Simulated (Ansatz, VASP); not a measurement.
**Two plane-wave programs on MoAs3**

```
Mo As
1.0
     4.22425    0.00000    0.00000
     0.00000    4.22425    0.00000
     0.00000    0.00000    4.22425
Mo As
1 3
Direct
  0.00000 0.00000 0.00000
  0.00000 0.50000 0.50000
  0.50000 0.00000 0.50000
  0.50000 0.50000 0.00000
```

Alike in both runs: task relaxation of cell and atoms; functional PBE; k mesh 4 × 4 × 4; occupations gaussian, width 0.1 eV; no spin polarisation.

|  | VASP | Ansatz |
| --- | --- | --- |
| version | VASP 6.6.1 | Ansatz 0.2.0 |
| potentials or method | VASP PAW PBE potentials, release 64 (Mo_sv, As), cutoff 600 eV | scalar-relativistic, plane waves, PAW |
| valence electrons in the cell | 29 | 59 |

VASP gave:

```
gap on the k mesh at the Fermi level, each at its own relaxed structure (eV) : none
relaxed volume (Å³/atom)                                                     : 17.62
relaxed length of the cell vector where the two differ most in proportion (Å)              : 4.130
```

Problem. Which values does Ansatz return?

Solution. gap on the k mesh at the Fermi level, each at its own relaxed structure (eV): none; relaxed volume (Å³/atom): 17.56; relaxed length of the cell vector where the two differ most in proportion (Å): 4.126.

A gap of «none» marks a metal or a gap that the smearing closes. VASP's potentials hold 29 valence electrons a cell and Ansatz's 59, so a difference there can come from the potentials and not from the codes.

The k mesh is coarse, so the values compare programs but aren't converged.
